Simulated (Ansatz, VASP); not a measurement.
# One calculation of Mo, two programs

```
Mo
1.0
     2.73737    0.00000    0.00000
    -0.91246    2.58081    0.00000
     0.00000    0.00000   27.17530
Mo
6
Direct
  0.25000 0.25000 0.29753
  0.75000 0.75000 0.37607
  0.25000 0.25000 0.45878
  0.75000 0.75000 0.54122
  0.25000 0.25000 0.62393
  0.75000 0.75000 0.70247
```

Alike in both runs: functional PBE; k mesh 13 × 13 × 1; occupations fermi-dirac, width 0.1 eV; no spin polarisation.

Ansatz relaxed the structure, and its values are those at the end. VASP's run is a single point on that final structure, the one shown.

|  | VASP | Ansatz |
| --- | --- | --- |
| version | VASP 6.6.1 | Ansatz 0.2.0 |
| potentials or method | VASP PAW PBE potentials, release 64 (Mo_sv), cutoff 520 eV | all-electron LAPW, scalar-relativistic |

Ansatz gave:

```
rms of the force components (eV/Å) : 0.001
```

**Question.** What did VASP give for the same quantities?

**Answer.** rms of the force components (eV/Å): 0.010.

Ansatz ran all-electron here, and VASP with PAW potentials.
